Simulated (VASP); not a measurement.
# Si16Ge (a cell with a defect) in VASP: a series of runs, part 2 of 2

VASP 6.6.1. The steps go on from the part before.

### Step 3. Single point, PBE

Input file INCAR:

```
PREC = Accurate
ENCUT = 520
EDIFF = 1E-6
ISMEAR = -1
SIGMA = 0.02
LREAL = Auto
LASPH = True
NELM = 80
ALGO = Normal
ISIF = 2
LWAVE = False
LCHARG = False
GGA = PE
NBANDS = 53
```

Input file KPOINTS:

```
Automatic mesh
0
Gamma
  2 2 2
```

Input file POSCAR:

```
Si16Ge
1.0
    0.0000000000      5.4300000000      5.4300000000
    5.4300000000      0.0000000000      5.4300000000
    5.4300000000      5.4300000000      0.0000000000
Si Ge
16 1
Direct
    0.0172709945     -0.0525501842      0.0176503683
    0.1144066298      0.1189018416      0.1147861878
   -0.0367384899      0.0119090239      0.5124316759
    0.1144068140      0.1189025783      0.6519268877
   -0.0016861878      0.4894263352     -0.0013095764
    0.1435150092      0.5687389503      0.1438833333
   -0.0016887661      0.4894285451      0.5135900552
    0.1057186004      0.6382053407      0.6280488029
    0.5120555249      0.0119242173     -0.0363490792
    0.6515500000      0.1189078269      0.1147820442
    0.5120450276      0.0119275322      0.5123919890
    0.6008375691      0.1967432781      0.6012186004
    0.5132210866      0.4894378453     -0.0013207182
    0.6276729282      0.6382191529      0.1060906077
    0.4747788214      0.5749335175      0.4751526703
    0.6276694291      0.6382224678      0.6280351750
    0.3295422652      1.0105796501      0.3299453959
```

Potentials or basis: VASP PAW PBE potentials, release 64 (Si, Ge_d).

On the command line:

```
> cat potpaw_PBE.64/Si/POTCAR potpaw_PBE.64/Ge_d/POTCAR > POTCAR
> mpirun -np 1 vasp_std > vasp.out
```

OUTCAR:

```text
PREC = Accurate
   ENCUT = 520
   EDIFF = 1E-6
   ISMEAR = -1
   LREAL = Auto
   LASPH = True
   NELM = 80
   ISIF = 2
   GGA = PE

 ion  position               nearest neighbor table
   1  0.017  0.947  0.018-  10 2.32   2 2.32   4 2.32   6 2.37
   2  0.114  0.119  0.115-   1 2.32   5 2.33  17 2.48   3 2.50   9 2.50
   3  0.963  0.012  0.512-  12 2.31   8 2.35  17 2.43   4 2.50   2 2.50
   4  0.114  0.119  0.652-   1 2.32   7 2.33  17 2.48   3 2.50  11 2.50
   5  0.998  0.489  0.999-   2 2.33   8 2.33  14 2.33   6 2.34
   6  0.144  0.569  0.144-   5 2.34   7 2.34  13 2.34   1 2.37
   7  0.998  0.489  0.514-   4 2.33   8 2.33  16 2.33   6 2.34
   8  0.106  0.638  0.628-   5 2.33   7 2.33   3 2.35  15 2.35
   9  0.512  0.012  0.964-  12 2.31  14 2.35  17 2.43  10 2.50   2 2.50
  10  0.652  0.119  0.115-   1 2.32  13 2.33  17 2.48   9 2.50  11 2.50
  11  0.512  0.012  0.512-  12 2.31  16 2.35  17 2.43  10 2.50   4 2.50
  12  0.601  0.197  0.601-   3 2.31   9 2.31  11 2.31  15 2.37
  13  0.513  0.489  0.999-  10 2.33  16 2.33  14 2.33   6 2.34
  14  0.628  0.638  0.106-   5 2.33  13 2.33   9 2.35  15 2.35
  15  0.475  0.575  0.475-  16 2.35  14 2.35   8 2.35  12 2.37  17 2.73
  16  0.628  0.638  0.628-   7 2.33  13 2.33  11 2.35  15 2.35
  17  0.330  0.011  0.330-   3 2.43   9 2.43  11 2.43   2 2.48   4 2.48  10 2.48  15 2.73

  LATTYP: Found a face centered cubic cell.
 ALAT       =    10.8600000000

  Lattice vectors:

 A1 = (   0.0000000000,   5.4300000000,   5.4300000000)
 A2 = (   5.4300000000,   0.0000000000,   5.4300000000)
 A3 = (   5.4300000000,   5.4300000000,   0.0000000000)

Analysis of symmetry for initial positions (statically):
=====================================================================
 Subroutine PRICEL returns:
 Original cell was already a primitive cell.

 Routine SETGRP: Setting up the symmetry group for a
 face centered cubic supercell.

 Subroutine GETGRP returns: Found  1 space group operations
 (whereof  1 operations were pure point group operations)
 out of a pool of 48 trial point group operations.

The static configuration has the point symmetry C_1 .

[... 151 lines left out ...]
   LHFCALC =     F    Hartree Fock is set to
   AEXX    =    0.0000 exact exchange contribution
   IVDW    =     0    specifies the selected vdW correction
   LEPSILON=     F    determine dielectric tensor
   LRPA    =     F    only Hartree local field effects (RPA)
 non-spin polarized calculation
  energy-cutoff  :      520.00
  volume of cell :      320.21
 maximum number of plane-waves:      8646
 NGX is ok and might be reduce to    60
   NGX = 29   NGY = 29   NGZ = 29

 number of electron      78.0000000 magnetization

 Free energy of the ion-electron system (eV)
  ---------------------------------------------------
  ext. energy  EPLUGINS =         0.00000000
  ---------------------------------------------------
  free energy    TOTEN  =       -86.33128336 eV

  energy without entropy =      -86.31438444  energy(sigma->0) =      -86.32283390

 E-fermi :   6.7511     XC(G=0):  -9.7715

 val. band max:        6.7459501954   @ k =   0.0000   0.0000   0.0000
 cond. band min:       6.9598471043   @ k =   0.5000   0.0000   0.0000
 fundamental gap:      0.2138969089
 Fermi energy:         6.7510931784

 k-point     1 :       0.0000    0.0000    0.0000
  band No.  band energies     occupation
      1     -18.0932      2.00000
      2     -18.0932      2.00000
      3     -17.9900      2.00000
      4     -17.9900      2.00000
      5     -17.9889      2.00000
      6      -6.3983      2.00000
[... 421 lines left out ...]
     50      10.3468      0.00000
     51      10.4684      0.00000
 [bands above 51 left out]

------------------------ aborting loop because EDIFF is reached ----------------------------------------

  FORCE on cell =-STRESS in cart. coord.  units (eV):
  Direction    XX          YY          ZZ          XY          YZ          ZX
  --------------------------------------------------------------------------------------
  -------------------------------------------------------------------------------------
  Total       11.2546264     11.2542244     11.2514688      1.5787824      1.5827189     -1.5831346
  in kB       56.3134559     56.3114446     56.2976565      7.8995688      7.9192654     -7.9213452
  external PRESSURE =      56.3075190 kB  Pullay stress =       0.0000000 kB

 VOLUME and BASIS-vectors are now :
 -----------------------------------------------------------------------------
  energy-cutoff  :      520.00
  volume of cell :      320.21
      direct lattice vectors                 reciprocal lattice vectors
     0.000000000  5.430000000  5.430000000    -0.092081031  0.092081031  0.092081031
     5.430000000  0.000000000  5.430000000     0.092081031 -0.092081031  0.092081031
     5.430000000  5.430000000  0.000000000     0.092081031  0.092081031 -0.092081031

 POSITION                                       TOTAL-FORCE (eV/Angst)
 -----------------------------------------------------------------------------------
      5.24049      0.18962      5.23843        -0.069393      0.069500     -0.069359
      1.26893      1.24452      1.26686        -0.027062      0.130125     -0.027231
      2.84717      8.01301      5.29518         0.142673     -0.142965     -0.197473
      4.18560      4.16119      1.26687        -0.129918      0.026989     -0.027207
      8.08047     10.84373      8.07843         0.052685     -0.015917      0.052869
      3.86954      1.56057      3.86754         0.121331     -0.121157      0.121326
[... 9 lines left out ...]
      6.87578      6.81848      6.87379        -0.013216      0.024700     -0.012914
      1.84905      3.58102      1.84686         0.089216     -0.089275      0.089650
 -----------------------------------------------------------------------------------
    total drift:                                0.000790     -0.000308     -0.001426

  FREE ENERGIE OF THE ION-ELECTRON SYSTEM (eV)
  ---------------------------------------------------
  free  energy   TOTEN  =       -86.3312833562 eV

  energy  without entropy=      -86.3143844444  energy(sigma->0) =      -86.32283390
```

It took 4.8 min on 1 thread of Intel Xeon 6975P-C, shared host; peak memory 0.5 GiB.

Results:

```yaml
Free_energy: -86.3313 eV
Pressure: 5.6 GPa
Largest_force: 0.282 eV/Å
```

Forces in eV/Å, atoms in the order of the input:
```
Si  -0.069  0.070 -0.069
Si  -0.027  0.130 -0.027
Si   0.143 -0.143 -0.197
Si  -0.130  0.027 -0.027
Si   0.053 -0.016  0.053
Si   0.121 -0.121  0.121
Si   0.016 -0.053  0.053
Si  -0.013  0.013 -0.024
Si  -0.197 -0.144  0.143
Si  -0.027  0.027 -0.130
Si   0.143  0.197  0.143
Si  -0.059  0.059 -0.058
Si   0.053 -0.053  0.014
Si  -0.025  0.013 -0.013
Si  -0.059  0.059 -0.057
Si  -0.013  0.025 -0.013
Ge   0.089 -0.089  0.090
```

Stress tensor (GPa, compression positive):
```
 5.63  0.79 -0.79
 0.79  5.63  0.79
-0.79  0.79  5.63
```

Levels at points of the mesh, in eV from the Fermi level:
```
           k point  band 36  band 37  band 38  band 39  band 40  band 41  band 42  band 43
(0.00, 0.00, 0.00)    -1.02    -0.54    -0.53    -0.53    -0.01    -0.01     0.30     0.30
(0.50, 0.00, 0.00)    -1.38    -1.32    -0.91    -0.14     0.21     0.80     0.93     1.11
(0.00, 0.50, 0.00)    -1.27    -1.20    -1.20    -0.21     0.49     0.49     1.21     1.29
(0.00, 0.00, 0.50)    -1.38    -1.32    -0.91    -0.14     0.21     0.80     0.93     1.11
(0.50, 0.50, 0.50)    -1.38    -1.32    -0.91    -0.14     0.21     0.80     0.93     1.11
(0.50, 0.50, 0.00)    -1.81    -1.67    -0.78    -0.01     0.49     1.36     1.46     1.71
(0.00, 0.50, 0.50)    -1.81    -1.67    -0.78    -0.01     0.49     1.36     1.46     1.71
(0.50, 0.00, 0.50)    -1.81    -1.67    -0.78    -0.01     0.49     1.36     1.46     1.71
```

Caveat: the k points lie up to 0.50 Å⁻¹ apart.

### Step 4. Single point, PBE

Input file INCAR:

```
SYSTEM = Si16Ge
PREC = Accurate
ENCUT = 520
EDIFF = 1E-6
ISMEAR = -1
SIGMA = 0.02
LREAL = Auto
LASPH = .TRUE.
NELM = 100
ALGO = Normal
ISIF = 2
LWAVE = .FALSE.
LCHARG = .TRUE.
GGA = PE
LELF = .TRUE.
LVHAR = .TRUE.
NBANDS = 53
```

Input file KPOINTS:

```
regular mesh
0
G
  2 2 2
  0 0 0
```

Input file POSCAR:

```
Si16Ge
1.0
    0.0000000000      5.4300000000      5.4300000000
    5.4300000000      0.0000000000      5.4300000000
    5.4300000000      5.4300000000      0.0000000000
Si Ge
16 1
Direct
    0.0172462247     -0.0522548803      0.0175622468
    0.1163270718      0.1127372007      0.1166712707
   -0.0279595764      0.0086177716      0.5097389503
    0.1163476980      0.1127314917      0.6543797422
   -0.0031018416      0.4922163904     -0.0027712707
    0.1406621547      0.5774906998      0.1409868324
   -0.0030956722      0.4922102210      0.5137848066
    0.1095710866      0.6375720074      0.6264926335
    0.5094088398      0.0086224678     -0.0276305709
    0.6540616022      0.1127420810      0.1166730203
    0.5094026703      0.0086242173      0.5097282689
    0.6072972376      0.1775758748      0.6076252302
    0.5134592081      0.4922251381     -0.0027752302
    0.6261641805      0.6375774401      0.1099041436
    0.4825569061      0.5517944751      0.4828896869
    0.6261666667      0.6375764273      0.6264847145
    0.2793706262      1.1613348987      0.2796988029
```

On the command line:

```
> cat potpaw_PBE.64/Si/POTCAR potpaw_PBE.64/Ge_d/POTCAR > POTCAR
> mpirun -np 1 vasp_std > vasp.out
```

Run time: 4.9 min. Hardware: 1 thread of Intel Xeon 6975P-C, shared host; peak memory 0.49 GiB.

It converged, with:

```yaml
Free_energy: -86.3842 eV
Pressure: 6.0 GPa
Largest_force: 0.726 eV/Å
Band_gap_on_the_k_mesh: zero (band 39 reaches 6.90 eV, above the bottom of band 40 at 6.75 eV)
```

Forces in eV/Å, atoms in the order of the input:
```
Si  -0.015  0.015 -0.015
Si   0.005 -0.074  0.006
Si   0.010 -0.010 -0.082
Si   0.074 -0.005  0.006
Si  -0.014  0.063 -0.014
Si  -0.020  0.020 -0.020
Si  -0.063  0.014 -0.014
Si  -0.044  0.044 -0.031
Si  -0.082 -0.009  0.010
Si   0.006 -0.006  0.074
Si   0.009  0.082  0.010
Si  -0.115  0.115 -0.115
Si  -0.014  0.014 -0.064
Si  -0.031  0.044 -0.044
Si  -0.082  0.081 -0.081
Si  -0.044  0.031 -0.044
Ge   0.419 -0.419  0.420
```

Stress tensor (GPa, compression positive):
```
 5.98  0.97 -0.97
 0.97  5.98  0.97
-0.97  0.97  5.98
```

Levels at points of the mesh, in eV from the Fermi level:
```tsv
k point	band 35	band 36	band 37	band 38	band 39	band 40	band 41	band 42	band 43	band 44
(0.00, 0.00, 0.00)	-1.57	-1.02	-0.67	-0.67	-0.51	-0.13	-0.13	0.12	0.12	0.57
(0.50, 0.00, 0.00)	-1.50	-1.49	-1.46	-1.20	-0.13	0.13	0.76	0.81	0.90	1.23
(0.00, 0.50, 0.00)	-1.40	-1.40	-1.38	-1.38	-0.31	0.38	0.38	1.10	1.15	1.15
(0.00, 0.00, 0.50)	-1.50	-1.49	-1.46	-1.20	-0.13	0.13	0.76	0.81	0.90	1.23
(0.50, 0.50, 0.50)	-1.50	-1.49	-1.46	-1.20	-0.13	0.13	0.76	0.81	0.90	1.23
(0.50, 0.50, 0.00)	-2.08	-1.94	-1.81	-1.08	0.01	0.48	1.18	1.27	1.41	1.87
(0.00, 0.50, 0.50)	-2.08	-1.94	-1.81	-1.08	0.01	0.48	1.18	1.27	1.41	1.87
(0.50, 0.00, 0.50)	-2.08	-1.94	-1.81	-1.08	0.01	0.48	1.18	1.27	1.41	1.87
```

Caveat: the k points lie up to 0.50 Å⁻¹ apart.
